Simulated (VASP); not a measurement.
NiO: single point with PBEsol

NiO:

```xyz
4
Lattice="2.9131 0.0000 0.0000 -1.4565 2.5228 0.0000 0.0000 0.0000 5.0552" Properties=species:S:1:pos:R:3 pbc="T T T"
Ni    0.0000    0.0000    0.0000
Ni    0.0000    0.0000    2.5276
O     0.0000    1.6819    1.2638
O     1.4565    0.8409    3.7914
```

```json
{
 "Program": "VASP 6.6.1",
 "Task": "single point",
 "Functional": "PBEsol",
 "Potentials or basis": "VASP PAW PBE potentials, release 64 (Ni, O)",
 "Cutoff": "520 eV",
 "k mesh": "12 × 12 × 8",
 "Occupations": "gaussian, width 0.05 eV",
 "Spin": "collinear spin, antiferromagnetic start",
 "Starting moments": "[1.46, -1.46, 0.0, 0.0] μB"
}
```

```
Pressure                                              : -10.4 GPa
Band gap on the k mesh                                : 0.52 eV, indirect (least direct gap 0.62 eV)
Net moment                                            : 0.00 μB per cell
Site moments                                          : Ni +1.25, -1.25; O +0.00 μB
Valence electrons inside the program's atomic spheres : Ni 9.04; O 4.92
```

Stress tensor (GPa, compression positive):
```
-10.09   0.00   0.00
  0.00 -10.09   0.00
  0.00   0.00 -11.09
```

Levels at points of the mesh, in eV from the valence-band top:
Spin up:
| k point | band 14 | band 15 | band 16 | band 17 | band 18 | band 19 |
| --- | --- | --- | --- | --- | --- | --- |
| (0.00, 0.00, 0.00) | -0.68 | -0.68 | 0.00 | 1.53 | 1.53 | 1.79 |
| (0.50, 0.00, 0.00) | -0.50 | -0.31 | -0.10 | 1.61 | 1.61 | 6.58 |
| (0.00, 0.00, 0.50) | -0.95 | -0.26 | -0.26 | 1.11 | 1.11 | 4.44 |
| (0.50, 0.00, 0.50) | -0.36 | -0.33 | -0.24 | 1.08 | 1.29 | 6.39 |
Spin down:
```
           k point  band 14  band 15  band 16  band 17  band 18  band 19
(0.00, 0.00, 0.00)    -0.68    -0.68     0.00     1.53     1.53     1.79
(0.50, 0.00, 0.00)    -0.50    -0.31    -0.10     1.61     1.61     6.58
(0.00, 0.00, 0.50)    -0.95    -0.26    -0.26     1.11     1.11     4.44
(0.50, 0.00, 0.50)    -0.36    -0.33    -0.24     1.08     1.29     6.39
```

It took 75 s on 1 thread of Intel(R) Xeon(R) 6975P-C (Granite Rapids), with other jobs on the host, peak memory 0.27 GiB.

Caveat: the PAW data sets were made with another functional, which shifts forces and pressure a little. A k mesh can miss the band edges.
